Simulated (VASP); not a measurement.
# Lu3Si (Pm-3m) in VASP: notebook

The runs below take Lu3Si through single point, with PBE.

Program: VASP 6.6.1. These are calculated values, not measurements. Logs are shortened: lines on timing, memory, paths and dates and some standing lists are left out, and cuts for length are marked.

### 1 The cell of the first run

Symmetry: Pm-3m, No. 221, cubic system. The conventional cell has a = 4.601 Å, b = 4.601 Å, c = 4.601 Å, α = 90.00°, β = 90.00°, γ = 90.00°. Lu (site symmetry 4/mmm) has 8 Lu at 3.25 Å and 4 Si at 3.25 Å within 4.3 Å. Si (site symmetry m-3m) has 12 Lu at 3.25 Å within 4.3 Å.

### 2 Single point, PBE

Contents of INCAR:

```
PREC     = Accurate       # precision mode
ENCUT    = 520            # plane-wave cutoff, eV
EDIFF    = 1E-7           # SCF threshold, eV
ISMEAR   = 0              # smearing method
SIGMA    = 0.1            # smearing width, eV
LREAL    = False          # projectors in reciprocal space
LASPH    = True           # aspherical terms in the spheres
NELM     = 100            # most SCF steps
ALGO     = Normal         # electronic algorithm
ISIF     = 2              # what is computed and relaxed
LWAVE    = False          # write WAVECAR
LCHARG   = False          # write CHGCAR
GGA      = PE             # functional
NBANDS   = 48             # bands
```

Contents of KPOINTS:

```
Automatic mesh
0
Gamma
  5 5 5
```

Contents of POSCAR:

```
Lu3Si
1.0
    4.6011813665      0.0000000000      0.0000000000
    0.0000000000      4.6011813665      0.0000000000
    0.0000000000      0.0000000000      4.6011813665
Lu Si
3 1
Direct
    0.0000000000      0.5000000000      0.5000000000
    0.5000000000      0.0000000000      0.5000000000
    0.5000000000      0.5000000000      0.0000000000
    0.0000000000      0.0000000000      0.0000000000
```

Potentials or basis: VASP PAW PBE potentials, release 64 (Lu, Si).

Started as:

```
$ cat potpaw_PBE.64/Lu/POTCAR potpaw_PBE.64/Si/POTCAR > POTCAR
$ mpirun -np 1 vasp_std > vasp.out
```

OUTCAR:

```text
PREC = Accurate
   ENCUT = 520
   EDIFF = 1E-7
   ISMEAR = 0
   LREAL = False
   LASPH = True
   NELM = 100
   ISIF = 2
   GGA = PE

 ion  position               nearest neighbor table
   1  0.000  0.500  0.500-   2 3.25   3 3.25   4 3.25   3 3.25   4 3.25   2 3.25   4 3.25   4 3.25
                             2 3.25   3 3.25   3 3.25   2 3.25
   2  0.500  0.000  0.500-   1 3.25   3 3.25   4 3.25   3 3.25   4 3.25   1 3.25   3 3.25   3 3.25
                             1 3.25   4 3.25   4 3.25   1 3.25
   3  0.500  0.500  0.000-   1 3.25   2 3.25   4 3.25   1 3.25   2 3.25   2 3.25   4 3.25   2 3.25
                             1 3.25   4 3.25   1 3.25   4 3.25
   4  0.000  0.000  0.000-   1 3.25   2 3.25   3 3.25   1 3.25   2 3.25   1 3.25   3 3.25   1 3.25
                             2 3.25   3 3.25   2 3.25   3 3.25

  LATTYP: Found a simple cubic cell.
 ALAT       =     4.6011813665

  Lattice vectors:

 A1 = (   4.6011813665,   0.0000000000,   0.0000000000)
 A2 = (   0.0000000000,   4.6011813665,   0.0000000000)
 A3 = (   0.0000000000,   0.0000000000,   4.6011813665)

Analysis of symmetry for initial positions (statically):
=====================================================================
 Subroutine PRICEL returns:
 Original cell was already a primitive cell.

 Routine SETGRP: Setting up the symmetry group for a
 simple cubic supercell.

 Subroutine GETGRP returns: Found 48 space group operations
 (whereof 48 operations were pure point group operations)
 out of a pool of 48 trial point group operations.

The static configuration has the point symmetry O_h .

Analysis of symmetry for dynamics (positions and initial velocities):
=====================================================================
 Subroutine PRICEL returns:
 Original cell was already a primitive cell.

 Routine SETGRP: Setting up the symmetry group for a
 simple cubic supercell.

 Subroutine GETGRP returns: Found 48 space group operations
 (whereof 48 operations were pure point group operations)
 out of a pool of 48 trial point group operations.

The dynamic configuration has the point symmetry O_h .

 Subroutine INISYM returns: Found 48 space group operations
 (whereof 48 operations are pure point group operations),
 and found     1 'primitive' translations

----------------------------------------------------------------------------------------

                                     Primitive cell

  volume of cell :      97.4110

  direct lattice vectors                    reciprocal lattice vectors
     4.601181366  0.000000000  0.000000000     0.217335489  0.000000000  0.000000000
     0.000000000  4.601181366  0.000000000     0.000000000  0.217335489  0.000000000
     0.000000000  0.000000000  4.601181366     0.000000000  0.000000000  0.217335489

  length of vectors
     4.601181366  4.601181366  4.601181366     0.217335489  0.217335489  0.217335489

  position of ions in fractional coordinates (direct lattice)
     0.000000000  0.500000000  0.500000000
     0.500000000  0.000000000  0.500000000
     0.500000000  0.500000000  0.000000000
     0.000000000  0.000000000  0.000000000

  ion indices of the primitive-cell ions
   primitive index   ion index
                 1           1
                 2           2
                 3           3
                 4           4

----------------------------------------------------------------------------------------

 KPOINTS: Automatic mesh

Automatic generation of k-mesh.
 Grid dimensions read from file:
 generate k-points for:    5    5    5

 Generating k-lattice:

  Cartesian coordinates                     Fractional coordinates (reciprocal lattice)
     0.043467098  0.000000000  0.000000000     0.200000000  0.000000000  0.000000000
     0.000000000  0.043467098  0.000000000     0.000000000  0.200000000  0.000000000
     0.000000000  0.000000000  0.043467098     0.000000000  0.000000000  0.200000000

  Length of vectors
     0.043467098  0.043467098  0.043467098

  Shift w.r.t. Gamma in fractional coordinates (k-lattice)
     0.000000000  0.000000000  0.000000000

 Subroutine IBZKPT returns following result:
 ===========================================

 Found     10 irreducible k-points:

 Following reciprocal coordinates:
            Coordinates               Weight
  0.000000  0.000000  0.000000      1.000000
  0.200000  0.000000  0.000000      6.000000
  0.400000  0.000000  0.000000      6.000000
  0.200000  0.200000  0.000000     12.000000
  0.400000  0.200000  0.000000     24.000000
  0.400000  0.400000  0.000000     12.000000
  0.200000  0.200000  0.200000      8.000000
  0.400000  0.200000  0.200000     24.000000
  0.400000  0.400000  0.200000     24.000000
  0.400000  0.400000  0.400000      8.000000
   k-points           NKPTS =     10   k-points in BZ     NKDIM =     10   number of bands    NBANDS=     48
   number of dos      NEDOS =    301   number of ions     NIONS =      4
   total plane-waves  NPLWV =  46656
   dimension x,y,z NGX =    36 NGY =   36 NGZ =   36
   dimension x,y,z NGXF=    72 NGYF=   72 NGZF=   72
   ions per type =               3   1
   NGX,Y,Z   is equivalent  to a cutoff of  13.01, 13.01, 13.01 a.u.
   NGXF,Y,Z  is equivalent  to a cutoff of  26.01, 26.01, 26.01 a.u.
 SYSTEM =  unknown system
   PREC   = accura    normal or accurate (medium, high low for compatibility)
   ISTART =      0    job   : 0-new  1-cont  2-samecut
   ICHARG =      2    charge: 1-file 2-atom 10-const
   ISPIN  =      1    spin polarized calculation?
   LNONCOLLINEAR =      F non collinear calculations
   LSORBIT =      F    spin-orbit coupling
   LASPH  =      T    aspherical Exc in radial PAW
   ENCUT  =  520.0 eV  38.22 Ry    6.18 a.u.   8.56  8.56  8.56*2*pi/ulx,y,z
   NELM   =    100;   NELMIN=  2; NELMDL= -5     # of ELM steps
   EDIFF  = 0.1E-06   stopping-criterion for ELM
   LREAL  =      F    real-space projection
   EDIFFG = 0.1E-05   stopping-criterion for IOM
   NSW    =      0    number of steps for IOM
   IBRION =     -1    ionic relax: 0-MD 1-quasi-New 2-CG
   NFREE  =      0    steps in history (QN), initial steepest desc. (CG)
   ISIF   =      2    stress and relaxation
   ISYM   =      2    0-nonsym 1-usesym 2-fastsym
   POTIM  = 0.5000    time-step for ionic-motion
   TEBEG  =    0.0;   TEEND  =   0.0 temperature during run
   PSTRESS=    0.0 pullay stress
   NELECT =      79.0000    total number of electrons
   NUPDOWN=      -1.0000    fix difference up-down
   EMIN   =  10.00;   EMAX   =-10.00  energy-range for DOS
   EFERMI =   0.00;   METHOD = LEGACY
   ISMEAR =     0;   SIGMA  =   0.10  broadening in eV -4-tet -1-fermi 0-gaus
   EFERMI_NEDOS =   21; number of points for ismear=-14 and -15
   IALGO  =     38    algorithm
   IMIX   =      4    mixing-type and parameters
     AMIX     =   0.40;   BMIX     =  1.00
     AMIX_MAG =   1.60;   BMIX_MAG =  1.00
  volume/ion in A,a.u.               =      24.35       164.34
  Fermi-wavevector in a.u.,A,eV,Ry     =   1.526679  2.885006 31.711778  2.330750
  Thomas-Fermi vector in A             =   2.634680
   LORBIT       =      0    0 simple, 1 ext, 2 COOP (PROOUT), +10 PAW based schemes
   GGA     = PE    functional components
   LHFCALC =     F    Hartree Fock is set to
   AEXX    =    0.0000 exact exchange contribution
   IVDW    =     0    specifies the selected vdW correction
   LEPSILON=     F    determine dielectric tensor
   LRPA    =     F    only Hartree local field effects (RPA)
 non-spin polarized calculation
 Gauss-broadening in eV      SIGMA  =   0.10
  energy-cutoff  :      520.00
  volume of cell :       97.41
 maximum number of plane-waves:      2641
 NGX is ok and might be reduce to    36
   NGX = 17   NGY = 17   NGZ = 17

 number of electron      79.0000031 magnetization

 Free energy of the ion-electron system (eV)
  ---------------------------------------------------
  ext. energy  EPLUGINS =         0.00000000
  ---------------------------------------------------
  free energy    TOTEN  =       -19.84842078 eV

  energy without entropy =      -19.82467924  energy(sigma->0) =      -19.83655001

 E-fermi :   3.5875     XC(G=0): -10.9711

 val. band max:        3.5610733934   @ k =   0.4000   0.0000   0.0000
 cond. band min:       3.6584056960   @ k =   0.4000   0.2000   0.2000
 fundamental gap:      0.0973323026
 Fermi energy:         3.5874827525

 k-point     1 :       0.0000    0.0000    0.0000
  band No.  band energies     occupation
      1     -52.6950      2.00000
      2     -52.6293      2.00000
      3     -52.6293      2.00000
      4     -23.6473      2.00000
      5     -23.6473      2.00000
      6     -23.6473      2.00000
[... 40 lines left out ...]
     47       7.0458      0.00000
     48       9.3628      0.00000

 k-point     2 :       0.2000    0.0000    0.0000
  band No.  band energies     occupation
      1     -52.6895      2.00000
      2     -52.6348      2.00000
      3     -52.6293      2.00000
      4     -23.6166      2.00000
      5     -23.6166      2.00000
      6     -23.5995      2.00000
[... 40 lines left out ...]
     47       7.3893      0.00000
     48       8.1789      0.00000

 k-point     3 :       0.4000    0.0000    0.0000
  band No.  band energies     occupation
      1     -52.6767      2.00000
      2     -52.6476      2.00000
      3     -52.6292      2.00000
      4     -23.5527      2.00000
      5     -23.5527      2.00000
      6     -23.4695      2.00000
[... 40 lines left out ...]
     47       6.9432      0.00000
     48       6.9434      0.00000

 k-point     4 :       0.2000    0.2000    0.0000
  band No.  band energies     occupation
      1     -52.6844      2.00000
      2     -52.6368      2.00000
      3     -52.6323      2.00000
      4     -23.6363      2.00000
      5     -23.5848      2.00000
      6     -23.5192      2.00000
[... 244 lines left out ...]
     47       7.0662      0.00000
     48       7.3697      0.00000

 k-point     9 :       0.4000    0.4000    0.2000
  band No.  band energies     occupation
      1     -52.6599      2.00000
      2     -52.6489      2.00000
      3     -52.6443      2.00000
      4     -23.7072      2.00000
      5     -23.5723      2.00000
      6     -23.4855      2.00000
[... 40 lines left out ...]
     47       6.9878      0.00000
     48       7.3899      0.00000

 k-point    10 :       0.4000    0.4000    0.4000
  band No.  band energies     occupation
      1     -52.6552      2.00000
      2     -52.6489      2.00000
      3     -52.6489      2.00000
      4     -23.8038      2.00000
      5     -23.5747      2.00000
      6     -23.5701      2.00000
[... 40 lines left out ...]
     47       6.7970      0.00000
     48       7.2004      0.00000

------------------------ aborting loop because EDIFF is reached ----------------------------------------

  FORCE on cell =-STRESS in cart. coord.  units (eV):
  Direction    XX          YY          ZZ          XY          YZ          ZX
  --------------------------------------------------------------------------------------
  -------------------------------------------------------------------------------------
  Total       -1.6229181     -1.6229181     -1.6229181     -0.0000000      0.0000000     -0.0000000
  in kB      -26.6931078    -26.6931078    -26.6931078     -0.0000000      0.0000000     -0.0000000
  external PRESSURE =     -26.6931078 kB  Pullay stress =       0.0000000 kB

 VOLUME and BASIS-vectors are now :
 -----------------------------------------------------------------------------
  energy-cutoff  :      520.00
  volume of cell :       97.41
      direct lattice vectors                 reciprocal lattice vectors
     4.601181366  0.000000000  0.000000000     0.217335489  0.000000000  0.000000000
     0.000000000  4.601181366  0.000000000     0.000000000  0.217335489  0.000000000
     0.000000000  0.000000000  4.601181366     0.000000000  0.000000000  0.217335489

 POSITION                                       TOTAL-FORCE (eV/Angst)
 -----------------------------------------------------------------------------------
      0.00000      2.30059      2.30059         0.000000      0.000000      0.000000
      2.30059      0.00000      2.30059         0.000000      0.000000      0.000000
      2.30059      2.30059      0.00000         0.000000      0.000000      0.000000
      0.00000      0.00000      0.00000         0.000000      0.000000      0.000000
 -----------------------------------------------------------------------------------
    total drift:                                0.000000      0.000000      0.000000

  FREE ENERGIE OF THE ION-ELECTRON SYSTEM (eV)
  ---------------------------------------------------
  free  energy   TOTEN  =       -19.8484207782 eV

  energy  without entropy=      -19.8246792410  energy(sigma->0) =      -19.83655001
```

It took 22 s on 1 thread of Intel Xeon 6975P-C (Granite Rapids), shared host; peak memory 0.22 GiB.

Results:

* Free energy: -19.8484 eV
* Pressure: -2.7 GPa

Caveat: spin-orbit coupling is left out, which moves the levels of the heavy elements.

### 3 Single point, PBE

This run uses another cell than the first one, of 24.82 Å³/atom, 1.019 times its volume.

Contents of INCAR:

```
SYSTEM = Lu3Si
ALGO = Normal ; EDIFF = 1E-6
ENCUT = 520 ; GGA = PE
ISIF = 2 ; ISMEAR = 0
LASPH = .TRUE. ; LCHARG = .FALSE.
LREAL = .FALSE. ; LWAVE = .FALSE.
NBANDS = 48 ; NELM = 60
PREC = Accurate ; SIGMA = 0.1
```

Contents of KPOINTS:

```
k-points
0
G
  5 5 5
  0 0 0
```

Contents of POSCAR:

```
Lu3Si
1.0
    4.6304890444      0.0000000000      0.0000000000
    0.0000000000      4.6304890444      0.0000000000
    0.0000000000      0.0000000000      4.6304890444
Lu Si
3 1
Direct
    0.0000000000      0.5000000000      0.5000000000
    0.5000000000      0.0000000000      0.5000000000
    0.5000000000      0.5000000000      0.0000000000
    0.0000000000      0.0000000000      0.0000000000
```

Potentials or basis: VASP PAW PBE potentials, release 64 (Lu, Si).

Started as:

```
$ cat potpaw_PBE.64/Lu/POTCAR potpaw_PBE.64/Si/POTCAR > POTCAR
$ mpirun -np 1 vasp_std > vasp.out
```

It took 21 s on 1 thread of Intel Xeon 6975P-C (Granite Rapids), shared host; peak memory 0.22 GiB.

The run converged. Its results:

```yaml
Free_energy: -19.8123 eV
Pressure: -3.5 GPa
```

Levels at points of the mesh, in eV from the Fermi level:
```tsv
k point	band 37	band 38	band 39	band 40	band 41	band 42	band 43	band 44
(0.00, 0.00, 0.00)	-1.48	-0.62	-0.62	-0.62	-0.59	-0.59	-0.59	1.94
```

Caveat: spin-orbit coupling is left out, which moves the levels of the heavy elements.
